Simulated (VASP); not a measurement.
# RbAsPd (P4/nmm) in VASP: further runs, part 2 of 2

VASP 6.6.1. The steps go on from the part before.

## (3) Single point, r2SCAN

Input file POSCAR:

```
RbAsPd
1.0
    4.4851688800      0.0000000000      0.0000000000
    0.0000000000      4.4851688800      0.0000000000
    0.0000000000      0.0000000000      8.2200910300
As Pd Rb
2 2 2
Direct
    0.0000000000      0.5000000000      0.1884000000
    0.5000000000      0.0000000000      0.8116000000
    0.0000000000      0.0000000000      0.0000000000
    0.5000000000      0.5000000000      0.0000000000
    0.0000000000      0.5000000000      0.6434000000
    0.5000000000      0.0000000000      0.3566000000
```

Input file INCAR.step1:

```
SYSTEM = RbAsPd
PREC = Accurate
ENCUT = 520
ISMEAR = 1
SIGMA = 0.1244
LREAL = .False.
LASPH = .True.
NELM = 100
NBANDS = 33
GGA = PE
ALGO = Normal
EDIFF = 1E-4
LWAVE = .True.
LCHARG = .False.
```

Input file INCAR.step2:

```
SYSTEM = RbAsPd
PREC = Accurate
ENCUT = 520
EDIFF = 1E-7
ISMEAR = 1
SIGMA = 0.1244
LREAL = .False.
LASPH = .True.
NELM = 100
ALGO = Normal
ISIF = 2
LWAVE = .False.
LCHARG = .False.
METAGGA = R2SCAN
LMIXTAU = .True.
NBANDS = 33
ISTART = 1
```

Input file KPOINTS:

```
regular mesh
0
Gamma
  4 4 3
  0 0 0
```

Potentials or basis: VASP PAW PBE potentials, release 64 (As, Pd, Rb_sv).

The run is started by

```
$ cat potpaw_PBE.64/As/POTCAR potpaw_PBE.64/Pd/POTCAR potpaw_PBE.64/Rb_sv/POTCAR > POTCAR
$ cp INCAR.step1 INCAR
$ mpirun -np 1 vasp_std > vasp.out
$ cp INCAR.step2 INCAR
$ mpirun -np 1 vasp_std > vasp.out
```

OUTCAR:

```text
SYSTEM = RbAsPd
   PREC = Accurate
   ENCUT = 520
   EDIFF = 1E-7
   ISMEAR = 1
   LREAL = .False.
   LASPH = .True.
   NELM = 100
   ISIF = 2
   METAGGA = R2SCAN
   ISTART = 1

 ion  position               nearest neighbor table
   1  0.000  0.500  0.188-   3 2.73   4 2.73   3 2.73   4 2.73   6 3.46   6 3.46   6 3.46   6 3.46
                             5 3.74
   2  0.500  0.000  0.812-   3 2.73   4 2.73   4 2.73   3 2.73   5 3.46   5 3.46   5 3.46   5 3.46
                             6 3.74
   3  0.000  0.000  0.000-   1 2.73   2 2.73   1 2.73   2 2.73   4 3.17   4 3.17   4 3.17   4 3.17
                             5 3.69   6 3.69   6 3.69   5 3.69
   4  0.500  0.500  0.000-   1 2.73   2 2.73   2 2.73   1 2.73   3 3.17   3 3.17   3 3.17   3 3.17
                             5 3.69   6 3.69   5 3.69   6 3.69
   5  0.000  0.500  0.643-   2 3.46   2 3.46   2 3.46   2 3.46   3 3.69   4 3.69   4 3.69   3 3.69
                             1 3.74   6 3.95   6 3.95   6 3.95   6 3.95
   6  0.500  0.000  0.357-   1 3.46   1 3.46   1 3.46   1 3.46   4 3.69   4 3.69   3 3.69   3 3.69
                             2 3.74   5 3.95   5 3.95   5 3.95   5 3.95

  LATTYP: Found a simple tetragonal cell.
 ALAT       =     4.4851688800
 C/A-ratio  =     1.8327272060

  Lattice vectors:

[... 181 lines left out ...]
 Fermi energy:         3.4966430561

 k-point     1 :       0.0000    0.0000    0.0000
  band No.  band energies     occupation
      1     -25.3825      2.00000
      2     -25.3136      2.00000
      3      -9.1369      2.00000
      4      -9.0382      2.00000
      5      -9.0382      2.00000
      6      -8.9496      2.00000
[... 421 lines left out ...]
     32       8.9321      0.00000
     33       9.8068      0.00000

------------------------ aborting loop because EDIFF is reached ----------------------------------------

  FORCE on cell =-STRESS in cart. coord.  units (eV):
  Direction    XX          YY          ZZ          XY          YZ          ZX
  --------------------------------------------------------------------------------------
  -------------------------------------------------------------------------------------
  Total       -5.0456359     -5.0456359     -6.4647767      0.0000000      0.0000000      0.0000000
  in kB      -48.8868736    -48.8868736    -62.6368459      0.0000000      0.0000000      0.0000000
  external PRESSURE =     -53.4701977 kB  Pullay stress =       0.0000000 kB

 VOLUME and BASIS-vectors are now :
 -----------------------------------------------------------------------------
  energy-cutoff  :      520.00
  volume of cell :      165.36
      direct lattice vectors                 reciprocal lattice vectors
     4.485168880  0.000000000  0.000000000     0.222957045  0.000000000  0.000000000
     0.000000000  4.485168880  0.000000000     0.000000000  0.222957045  0.000000000
     0.000000000  0.000000000  8.220091030     0.000000000  0.000000000  0.121653154

 POSITION                                       TOTAL-FORCE (eV/Angst)
 -----------------------------------------------------------------------------------
      0.00000      2.24258      1.54867        -0.000000     -0.000000     -1.976274
      2.24258      0.00000      6.67143        -0.000000      0.000000      1.976274
      0.00000      0.00000      0.00000        -0.000000      0.000000      0.000000
      2.24258      2.24258      0.00000         0.000000     -0.000000      0.000000
      0.00000      2.24258      5.28881        -0.000000      0.000000      0.310869
      2.24258      0.00000      2.93128         0.000000      0.000000     -0.310869
 -----------------------------------------------------------------------------------
    total drift:                                0.000000      0.000000     -0.000000

  FREE ENERGIE OF THE ION-ELECTRON SYSTEM (eV)
  ---------------------------------------------------
  free  energy   TOTEN  =      -104.8024773415 eV

  energy  without entropy=     -104.7696943628  energy(sigma->0) =     -104.79154968
```

OSZICAR.step1:

```text
N       E                     dE             d eps       ncg     rms          rms(c)
DAV:   1     0.275175437128E+03    0.27518E+03   -0.21078E+04   792   0.127E+03
DAV:   2    -0.612073437574E+01   -0.28130E+03   -0.26482E+03   964   0.262E+02
DAV:   3    -0.234296801644E+02   -0.17309E+02   -0.17025E+02  1039   0.609E+01
DAV:   4    -0.238957822033E+02   -0.46610E+00   -0.46296E+00  1175   0.897E+00
DAV:   5    -0.239043951198E+02   -0.86129E-02   -0.86120E-02  1036   0.101E+00    0.797E+00
DAV:   6    -0.233782067890E+02    0.52619E+00   -0.24070E+00   924   0.109E+01    0.515E+00
DAV:   7    -0.231088993086E+02    0.26931E+00   -0.85931E-01   956   0.668E+00    0.335E+00
DAV:   8    -0.230291291766E+02    0.79770E-01   -0.24664E-01  1003   0.278E+00    0.108E+00
DAV:   9    -0.230320218306E+02   -0.28927E-02   -0.73794E-02   960   0.154E+00    0.445E-01
DAV:  10    -0.230294248256E+02    0.25970E-02   -0.11146E-02   948   0.733E-01    0.108E-01
DAV:  11    -0.230297535017E+02   -0.32868E-03   -0.12558E-03   945   0.156E-01    0.540E-02
DAV:  12    -0.230297705529E+02   -0.17051E-04   -0.17945E-04   741   0.702E-02
   1 F= -.23029771E+02 E0= -.23016412E+02  d E =-.400770E-01
```

Run time: 3 min. Hardware: 1 thread of AMD EPYC 9R45 (Zen 5), shared host; peak memory 0.31 GiB.

What came out:

```
Free energy            : -104.8025 eV
Pressure               : -5.3 GPa
Largest force          : 1.976 eV/Å
Band gap on the k mesh : zero (bands 24 and 25 overlap by 0.66 eV)
```

Forces in eV/Å, atoms in the order of the input:
```
As   0.000  0.000 -1.976
As   0.000  0.000  1.976
Pd   0.000  0.000  0.000
Pd   0.000  0.000  0.000
Rb   0.000  0.000  0.311
Rb   0.000  0.000 -0.311
```

Levels at points of the mesh, in eV from the Fermi level:
```
           k point  band 22  band 23  band 24  band 25  band 26  band 27
(0.00, 0.00, 0.00)    -0.69    -0.69     0.07     1.03     1.27     1.27
(0.50, 0.00, 0.00)    -2.25    -0.17    -0.17     0.50     0.50     2.96
(0.50, 0.50, 0.00)    -1.59    -1.19    -1.19    -0.57    -0.57     2.93
```

Caveat: the cell stands under tension; the PAW data sets were made with another functional, which shifts forces and pressure a little.

## (4) Single point, r2SCAN

POSCAR is that of step 3.

Input file INCAR.step1:

```
ALGO = Normal
EDIFF = 1E-4
ENCUT = 520
GGA = PE
ISMEAR = 1
LASPH = T
LCHARG = F
LREAL = F
LWAVE = T
NBANDS = 33
NELM = 100
PREC = Accurate
SIGMA = 0.1244
```

Input file INCAR.step2:

```
ALGO = Normal
EDIFF = 1E-6
ENCUT = 520
ISIF = 2
ISMEAR = 1
ISTART = 1
LASPH = T
LCHARG = F
LMIXTAU = T
LREAL = F
LWAVE = F
METAGGA = R2SCAN
NBANDS = 33
NELM = 100
PREC = Accurate
SIGMA = 0.1244
```

Input file KPOINTS:

```
k-points
0
Gamma
  4 4 3
```

The run is started by

```
$ cat potpaw_PBE.64/As/POTCAR potpaw_PBE.64/Pd/POTCAR potpaw_PBE.64/Rb_sv/POTCAR > POTCAR
$ cp INCAR.step1 INCAR
$ mpirun -np 1 vasp_std > vasp.out
$ cp INCAR.step2 INCAR
$ mpirun -np 1 vasp_std > vasp.out
```

Run time: 2.7 min. Hardware: 1 thread of AMD EPYC 9R45 (Zen 5), shared host; peak memory 0.31 GiB.

The run converged. Its results:

* Free energy: -104.8025 eV
* Pressure: -5.3 GPa
* Largest force: 1.976 eV/Å
* Band gap on the k mesh: zero (bands 24 and 25 overlap by 0.66 eV)

Forces on the atoms (eV/Å):
```
As   0.000  0.000 -1.976
As   0.000  0.000  1.976
Pd   0.000  0.000  0.000
Pd   0.000  0.000  0.000
Rb   0.000  0.000  0.311
Rb   0.000  0.000 -0.311
```

Stress tensor (GPa, compression positive):
```
-4.89  0.00  0.00
 0.00 -4.89  0.00
 0.00  0.00 -6.26
```

Levels at points of the mesh, in eV from the Fermi level:
```csv
k point,band 20,band 21,band 22,band 23,band 24,band 25,band 26,band 27,band 28,band 29
"(0.00, 0.00, 0.00)",-1.67,-1.05,-0.69,-0.69,0.07,1.03,1.27,1.27,2.26,3.55
"(0.50, 0.00, 0.00)",-2.39,-2.25,-2.25,-0.17,-0.17,0.50,0.50,2.96,2.96,3.96
"(0.50, 0.50, 0.00)",-2.00,-1.59,-1.59,-1.19,-1.19,-0.57,-0.57,2.93,2.93,3.59
```

Caveat: the cell stands under tension; the PAW data sets were made with another functional, which shifts forces and pressure a little.
